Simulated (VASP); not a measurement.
Set up this calculation in VASP 6.6.1, as the native input.

```yaml
Task: relaxation of cell and atoms
Functional: PBE
Potentials_or_basis: VASP PAW PBE potentials, release 64 (Sb, S)
Cutoff: 600 eV
k_mesh: 6 × 6 × 6
Occupations: gaussian, width 0.1 eV
Spin: no spin polarisation
Dipole_correction: no
Further_INCAR_settings: ALGO = Normal; EDIFF = 1e-06; IBRION = 2; EDIFFG = -0.04; NSW = 90; ISIF = 3
```

The structure of SbS lies in POSCAR:

```
SbS
1.0
    0.0000000000      2.9048955836      2.9048955836
    2.9048955836      0.0000000000      2.9048955836
    2.9048955836      2.9048955836      0.0000000000
Sb S
1 1
Direct
    0.0000000000      0.0000000000      0.0000000000
    0.5000000000      0.5000000000      0.5000000000
```

These files were run (other wordings do the same):

INCAR

```
SYSTEM = SbS
PREC = Accurate
ENCUT = 600
EDIFF = 1E-6
ISMEAR = 0
SIGMA = 0.1
LREAL = .FALSE.
LASPH = .TRUE.
NELM = 60
ALGO = Normal
ISIF = 3
LWAVE = .FALSE.
LCHARG = .FALSE.
GGA = PE
IBRION = 2
NSW = 90
EDIFFG = -0.04
```

KPOINTS

```
regular mesh
0
G
  6 6 6
  0 0 0
```

Potentials or basis: VASP PAW PBE potentials, release 64 (Sb, S).

Command:

```bash
$ cat potpaw_PBE.64/Sb/POTCAR potpaw_PBE.64/S/POTCAR > POTCAR
$ mpirun -np 1 vasp_std > vasp.out
```

Results of the run:

| Item | Value |
| --- | --- |
| Relaxed volume | 24.18 Å³/atom |
| Relaxed cell | a = 4.090 Å, b = 4.090 Å, c = 4.090 Å, α = 60.00°, β = 60.00°, γ = 60.00° |
| Space group after relaxing (to 0.05 Å) | Fm-3m (No. 225) |
| Energy gained by relaxing | 0.4 meV/atom |
| Ionic steps | 2 |
| Pressure after relaxing | 0.2 GPa |

Wall time 22 s on 1 thread of Intel(R) Xeon(R) Platinum 8375C CPU @ 2.90GHz (Ice Lake) (shared host), peak memory 0.2 GiB.
